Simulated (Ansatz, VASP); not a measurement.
# TaSi3: VASP beside Ansatz

```
Ta Si
1.0
     4.93338    0.00000    0.00000
     0.00000    4.93338    0.00000
     0.00000    0.00000    4.93338
Ta Si
2 6
Direct
  0.00000 0.00000 0.00000
  0.50000 0.50000 0.50000
  0.00000 0.50000 0.25000
  0.00000 0.50000 0.75000
  0.25000 0.00000 0.50000
  0.75000 0.00000 0.50000
  0.50000 0.75000 0.00000
  0.50000 0.25000 0.00000
```

Alike in both runs: functional PBE; k mesh 4 × 4 × 4; occupations gaussian, width 0.1 eV; no spin polarisation.

Ansatz relaxed the structure, and its values are those at the end. VASP's run is a single point on that final structure, the one shown.

```csv
,VASP,Ansatz
version,VASP 6.6.1,Ansatz 0.2.0
potentials or method,"VASP PAW PBE potentials, release 64 (Ta_pv, Si), cutoff 500 eV","scalar-relativistic, plane waves, PAW"
valence electrons in the cell,46,50
```

|  | VASP | Ansatz | Ansatz less VASP |
| --- | --- | --- | --- |
| gap on the k mesh at the Fermi level (eV) | none | none | - |
| pressure (GPa) | 0.0 | 0.0 | -0.04 |

A gap of «none» marks a metal or a gap that the smearing closes. VASP's potentials hold 46 valence electrons a cell and Ansatz's 50, so a difference there can come from the potentials and not from the codes.

Spin-orbit coupling is off throughout.
